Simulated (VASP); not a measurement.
Wanted: the native input for a VASP 6.6.1 run.

| Item | Value |
| --- | --- |
| Task | single point |
| Functional | PBE |
| Potentials or basis | VASP PAW PBE potentials, release 64 (Mn_pv, Y_sv) |
| Cutoff | 500 eV |
| k mesh | 10 × 10 × 5 |
| Occupations | gaussian, width 0.1 eV |
| Spin | collinear spin, antiferromagnetic start |
| Starting moments | [4.0, 4.0, 4.0, -4.0, -4.0, -4.0, 0.0, 0.0] μB |
| Dipole correction | no |
| Further INCAR settings | ALGO = Normal; EDIFF = 1e-06; NBANDS = 64 |

The structure of YMn3 lies in POSCAR:

```
YMn3
1.0
    4.1008586498      0.0000000000      4.1008586498
    0.0000000000      4.1008586498      4.1008586498
    0.0000000000      0.0000000000      8.2017172995
Mn Y
6 2
Direct
    0.0000000000      0.5000000000      0.0000000000
    0.5000000000      1.0000000000      0.0000000000
    0.5000000000      0.5000000000      0.5000000000
    0.0000000000      0.5000000000      0.5000000000
    0.5000000000      1.0000000000      0.5000000000
    0.5000000000      0.5000000000      0.0000000000
    0.0000000000      1.0000000000      1.0000000000
    0.0000000000      1.0000000000      0.5000000000
```

The input as run:

INCAR

```
PREC     = Accurate       # precision mode
ENCUT    = 500            # plane-wave cutoff, eV
EDIFF    = 1E-6           # SCF threshold, eV
ISMEAR   = 0              # smearing method
SIGMA    = 0.1            # smearing width, eV
LREAL    = False          # projectors in reciprocal space
LASPH    = True           # aspherical terms in the spheres
NELM     = 200            # most SCF steps
ALGO     = Normal         # electronic algorithm
ISIF     = 2              # what is computed and relaxed
LWAVE    = False          # write WAVECAR
LCHARG   = False          # write CHGCAR
ISPIN    = 2              # spin polarisation
MAGMOM   = 4 4 4 -4 -4 -4 0 0 # initial moments
LORBIT   = 11             # projections on sites
LMAXMIX  = 4              # l up to which the mixer works
GGA      = PE             # functional
NBANDS   = 64             # bands
GGA_COMPAT= False        
KPAR     = 4
```

KPOINTS

```
regular mesh
0
Gamma
  10 10 5
```

Potentials or basis: VASP PAW PBE potentials, release 64 (Mn_pv, Y_sv).

The run is started by

```sh
$ cat potpaw_PBE.64/Mn_pv/POTCAR potpaw_PBE.64/Y_sv/POTCAR > POTCAR
$ mpirun -np 4 vasp_std > vasp.out
```

Results of the run:

| Property | Result |
| --- | --- |
| Pressure | -1.4 GPa |
| Band gap on the k mesh | zero (filled and empty bands overlap) |
| Net moment | 0.00 μB per cell |
| Site moments | Mn +3.04, -3.04 (each value once); Y +0.06, -0.06 μB |
| Valence electrons inside the program's atomic spheres | Mn 11.54; Y 9.98 |

Caveat: the antiferromagnetic order is the one typed at the start, and another may lie lower.

Run time: 4 min on 4 MPI ranks on Intel(R) Xeon(R) 6975P-C (Granite Rapids), with other jobs on the host, peak memory 0.84 GiB a rank.
